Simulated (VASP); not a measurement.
Wanted: the native input for a VASP 6.6.1 run.

```
Task                   : relaxation of cell and atoms
Functional             : PBE
Potentials or basis    : VASP PAW PBE potentials, release 64 (Cs_sv, Cl)
Cutoff                 : 600 eV
k mesh                 : 9 × 9 × 9
Occupations            : gaussian, width 0.1 eV
Spin                   : no spin polarisation
Dipole correction      : no
Further INCAR settings : ALGO = Normal; EDIFF = 1e-06; IBRION = 2; EDIFFG = -0.01; NSW = 100; ISIF = 3
```

The structure of Cs2Cl lies in POSCAR:

```
Cs2Cl
1.0
    3.1052654512      1.7928258441      5.0876622897
   -3.1052654512      1.7928258441      5.0876622897
    0.0000000000     -3.5856516883      5.0876622897
Cs Cl
2 1
Direct
    0.2500924215      0.2500924215      0.2500924215
    0.7499075785      0.7499075785      0.7499075785
    0.0000000000      0.0000000000      0.0000000000
```

These files were run (other wordings do the same):

INCAR

```
PREC = Accurate
ENCUT = 600
EDIFF = 1E-6
ISMEAR = 0
SIGMA = 0.1
LREAL = False
LASPH = True
NELM = 100
ALGO = Normal
ISIF = 3
LWAVE = False
LCHARG = False
GGA = PE
IBRION = 2
NSW = 100
EDIFFG = -0.01
```

KPOINTS

```
regular mesh
0
Gamma
  9 9 9
```

Potentials or basis: VASP PAW PBE potentials, release 64 (Cs_sv, Cl).

Run with:

```console
$ cat potpaw_PBE.64/Cs_sv/POTCAR potpaw_PBE.64/Cl/POTCAR > POTCAR
$ mpirun -np 1 vasp_std > vasp.out
```

It gave:

The relaxed volume is 57.04 Å³/atom. The relaxed cell is a = 6.239 Å, b = 6.239 Å, c = 6.239 Å, α = 59.84°, β = 59.84°, γ = 59.84°, the space group after relaxing (to 0.05 Å) is Fm-3m (No. 225) and the energy gained by relaxing is 0.0 meV/atom. The ionic steps are 3. The pressure after relaxing is 0.0 GPa.

Caveat: an odd number of electrons without spin polarisation forces a metal; a magnetic or distorted state may lie lower.

Wall time 4.3 min on 1 thread of Intel(R) Xeon(R) 6975P-C (Granite Rapids), on a shared host, peak memory 0.55 GiB.
